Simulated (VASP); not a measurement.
# BAs (F-43m) in VASP: single point with PBE

Aim: the single point of BAs with PBE.

Program: VASP 6.6.1. These are calculated values, not measurements. Logs are shortened: lines on timing, memory, paths and dates and some standing lists are left out, and cuts for length are marked.

## Step 1: The cell of the first run

The structure is cubic, space group F-43m (No. 216). The conventional cell has a = 4.777 Å, b = 4.777 Å, c = 4.777 Å, α = 90.00°, β = 90.00°, γ = 90.00°. Within 2.7 Å of B (site symmetry -43m) lie 4 As at 2.07 Å. Within 2.7 Å of As (site symmetry -43m) lie 4 B at 2.07 Å.

## Step 2: Single point, PBE

Input file INCAR:

```
SYSTEM = BAs
PREC = Accurate
ENCUT = 500
EDIFF = 1E-6
ISMEAR = 0
SIGMA = 0.01
LREAL = .False.
LASPH = .True.
NELM = 120
ALGO = Normal
ISIF = 2
LWAVE = .False.
LCHARG = .True.
GGA = PE
LELF = .True.
LVHAR = .True.
NBANDS = 11
GGA_COMPAT = .False.
```

Input file KPOINTS:

```
regular mesh
0
Gamma
  5 5 5
  0 0 0
```

Input file POSCAR:

```
BAs
1.0
    0.0000000000      2.3885000000      2.3885000000
    2.3885000000      0.0000000000      2.3885000000
    2.3885000000      2.3885000000      0.0000000000
B As
1 1
Direct
    0.0000000000      0.0000000000      0.0000000000
    0.2500000000      0.2500000000      0.2500000000
```

Potentials or basis: VASP PAW PBE potentials, release 64 (B, As).

Command:

```sh
$ cat potpaw_PBE.64/B/POTCAR potpaw_PBE.64/As/POTCAR > POTCAR
$ mpirun -np 1 vasp_std > vasp.out
```

OUTCAR:

```text
SYSTEM = BAs
   PREC = Accurate
   ENCUT = 500
   EDIFF = 1E-6
   ISMEAR = 0
   LREAL = .False.
   LASPH = .True.
   NELM = 120
   ISIF = 2
   GGA = PE

 ion  position               nearest neighbor table
   1  0.000  0.000  0.000-   2 2.07   2 2.07   2 2.07   2 2.07
   2  0.250  0.250  0.250-   1 2.07   1 2.07   1 2.07   1 2.07

  LATTYP: Found a face centered cubic cell.
 ALAT       =     4.7770000000

  Lattice vectors:

 A1 = (   0.0000000000,   2.3885000000,   2.3885000000)
 A2 = (   2.3885000000,   0.0000000000,   2.3885000000)
 A3 = (   2.3885000000,   2.3885000000,   0.0000000000)

Analysis of symmetry for initial positions (statically):
=====================================================================
 Subroutine PRICEL returns:
 Original cell was already a primitive cell.

 Routine SETGRP: Setting up the symmetry group for a
 face centered cubic supercell.

 Subroutine GETGRP returns: Found 24 space group operations
 (whereof 24 operations were pure point group operations)
 out of a pool of 48 trial point group operations.

The static configuration has the point symmetry T_d .

Analysis of symmetry for dynamics (positions and initial velocities):
=====================================================================
 Subroutine PRICEL returns:
 Original cell was already a primitive cell.

 Routine SETGRP: Setting up the symmetry group for a
 face centered cubic supercell.

 Subroutine GETGRP returns: Found 24 space group operations
 (whereof 24 operations were pure point group operations)
 out of a pool of 48 trial point group operations.

The dynamic configuration has the point symmetry T_d .

 Subroutine INISYM returns: Found 24 space group operations
 (whereof 24 operations are pure point group operations),
 and found     1 'primitive' translations

----------------------------------------------------------------------------------------

                                     Primitive cell

  volume of cell :      27.2525

  direct lattice vectors                    reciprocal lattice vectors
     0.000000000  2.388500000  2.388500000    -0.209336404  0.209336404  0.209336404
     2.388500000  0.000000000  2.388500000     0.209336404 -0.209336404  0.209336404
     2.388500000  2.388500000  0.000000000     0.209336404  0.209336404 -0.209336404

  length of vectors
     3.377849094  3.377849094  3.377849094     0.362581287  0.362581287  0.362581287

[... 72 lines left out ...]
   ISYM   =      2    0-nonsym 1-usesym 2-fastsym
   POTIM  = 0.5000    time-step for ionic-motion
   TEBEG  =    0.0;   TEEND  =   0.0 temperature during run
   PSTRESS=    0.0 pullay stress
   NELECT =       8.0000    total number of electrons
   NUPDOWN=      -1.0000    fix difference up-down
   EMIN   =  10.00;   EMAX   =-10.00  energy-range for DOS
   EFERMI =   0.00;   METHOD = LEGACY
   ISMEAR =     0;   SIGMA  =   0.01  broadening in eV -4-tet -1-fermi 0-gaus
   EFERMI_NEDOS =   21; number of points for ismear=-14 and -15
   IALGO  =     38    algorithm
   IMIX   =      4    mixing-type and parameters
     AMIX     =   0.40;   BMIX     =  1.00
     AMIX_MAG =   1.60;   BMIX_MAG =  1.00
  volume/ion in A,a.u.               =      13.63        91.95
  Fermi-wavevector in a.u.,A,eV,Ry     =   1.088018  2.056057 16.106360  1.183784
  Thomas-Fermi vector in A             =   2.224191
   LORBIT       =      0    0 simple, 1 ext, 2 COOP (PROOUT), +10 PAW based schemes
   GGA     = PE    functional components
   LHFCALC =     F    Hartree Fock is set to
   AEXX    =    0.0000 exact exchange contribution
   IVDW    =     0    specifies the selected vdW correction
   LEPSILON=     F    determine dielectric tensor
   LRPA    =     F    only Hartree local field effects (RPA)
 non-spin polarized calculation
 Gauss-broadening in eV      SIGMA  =   0.01
  energy-cutoff  :      500.00
  volume of cell :       27.25
 maximum number of plane-waves:       701
 NGX is ok and might be reduce to    28
   NGX = 13   NGY = 13   NGZ = 13

 number of electron       8.0000000 magnetization

 Free energy of the ion-electron system (eV)
  ---------------------------------------------------
  ext. energy  EPLUGINS =         0.00000000
  ---------------------------------------------------
  free energy    TOTEN  =       -11.35018373 eV

  energy without entropy =      -11.35018373  energy(sigma->0) =      -11.35018373

 E-fermi :   6.1991     XC(G=0): -10.5759

 val. band max:        6.1419711151   @ k =   0.0000   0.0000   0.0000
 cond. band min:       7.3116267904   @ k =   0.4000   0.4000   0.0000
 fundamental gap:      1.1696556753
 Fermi energy:         6.1990790553

 k-point     1 :       0.0000    0.0000    0.0000
  band No.  band energies     occupation
      1      -9.2640      2.00000
      2       6.1420      2.00000
      3       6.1420      2.00000
      4       6.1420      2.00000
      5       9.4118      0.00000
      6       9.4118      0.00000
      7       9.4118      0.00000
      8      10.8300      0.00000
      9      15.7224      0.00000
     10      19.0823      0.00000
     11      19.0823      0.00000
[... 113 lines left out ...]
 k-point    10 :      -0.4000    0.4000    0.2000
  band No.  band energies     occupation
      1      -5.5484      2.00000
      2      -1.4915      2.00000
      3       0.6678      2.00000
      4       1.9750      2.00000
      5      10.5527      0.00000
      6      11.4454      0.00000
      7      12.2533      0.00000
      8      15.8097      0.00000
      9      17.2398      0.00000
     10      20.3269      0.00000
     11      22.7429      0.00000

------------------------ aborting loop because EDIFF is reached ----------------------------------------

  FORCE on cell =-STRESS in cart. coord.  units (eV):
  Direction    XX          YY          ZZ          XY          YZ          ZX
  --------------------------------------------------------------------------------------
  -------------------------------------------------------------------------------------
  Total        0.6107751      0.6107751      0.6107751     -0.0000000      0.0000000      0.0000000
  in kB       35.9075807     35.9075807     35.9075807     -0.0000000      0.0000000      0.0000000
  external PRESSURE =      35.9075807 kB  Pullay stress =       0.0000000 kB

 VOLUME and BASIS-vectors are now :
 -----------------------------------------------------------------------------
  energy-cutoff  :      500.00
  volume of cell :       27.25
      direct lattice vectors                 reciprocal lattice vectors
     0.000000000  2.388500000  2.388500000    -0.209336404  0.209336404  0.209336404
     2.388500000  0.000000000  2.388500000     0.209336404 -0.209336404  0.209336404
     2.388500000  2.388500000  0.000000000     0.209336404  0.209336404 -0.209336404

 POSITION                                       TOTAL-FORCE (eV/Angst)
 -----------------------------------------------------------------------------------
      0.00000      0.00000      0.00000         0.000000      0.000000      0.000000
      1.19425      1.19425      1.19425        -0.000000     -0.000000     -0.000000
 -----------------------------------------------------------------------------------
    total drift:                               -0.000000     -0.000000     -0.000000

  FREE ENERGIE OF THE ION-ELECTRON SYSTEM (eV)
  ---------------------------------------------------
  free  energy   TOTEN  =       -11.3501837286 eV

  energy  without entropy=      -11.3501837286  energy(sigma->0) =      -11.35018373
```

OSZICAR:

```text
N       E                     dE             d eps       ncg     rms          rms(c)
DAV:   1     0.140068680833E+02    0.14007E+02   -0.39379E+03   220   0.639E+02
DAV:   2    -0.112234531087E+02   -0.25230E+02   -0.24475E+02   301   0.103E+02
DAV:   3    -0.120006531138E+02   -0.77720E+00   -0.77618E+00   279   0.168E+01
DAV:   4    -0.120028430861E+02   -0.21900E-02   -0.21899E-02   260   0.102E+00
DAV:   5    -0.120028459726E+02   -0.28865E-05   -0.28865E-05   259   0.355E-02    0.495E+00
DAV:   6    -0.114178443855E+02    0.58500E+00   -0.16269E+00   241   0.516E+00    0.241E+00
DAV:   7    -0.113566140816E+02    0.61230E-01   -0.19362E-01   247   0.216E+00    0.990E-01
DAV:   8    -0.113496566605E+02    0.69574E-02   -0.21260E-02   241   0.828E-01    0.103E-01
DAV:   9    -0.113500012022E+02   -0.34454E-03   -0.78756E-04   247   0.162E-01    0.617E-02
DAV:  10    -0.113501772809E+02   -0.17608E-03   -0.21346E-04   237   0.890E-02    0.122E-02
DAV:  11    -0.113501835914E+02   -0.63105E-05   -0.56993E-06   261   0.160E-02    0.109E-02
DAV:  12    -0.113501837286E+02   -0.13726E-06   -0.27315E-06   229   0.911E-03
   1 F= -.11350184E+02 E0= -.11350184E+02  d E =-.928762E-18
```

It used 7.6 s of CPU time on 1 thread of AMD EPYC 7R13 Processor (Zen 3) (shared host).

Results:

- Free energy: -11.3502 eV
- Pressure: 3.6 GPa
- Band gap on the k mesh: 1.17 eV, indirect (least direct gap 3.27 eV)

Levels at points of the mesh, in eV from the valence-band top:
```tsv
k point	band 2	band 3	band 4	band 5	band 6	band 7
(0.00, 0.00, 0.00)	0.00	0.00	0.00	3.27	3.27	3.27
```

Caveat: the k points lie up to 0.46 Å⁻¹ apart. A k mesh can miss the band edges.
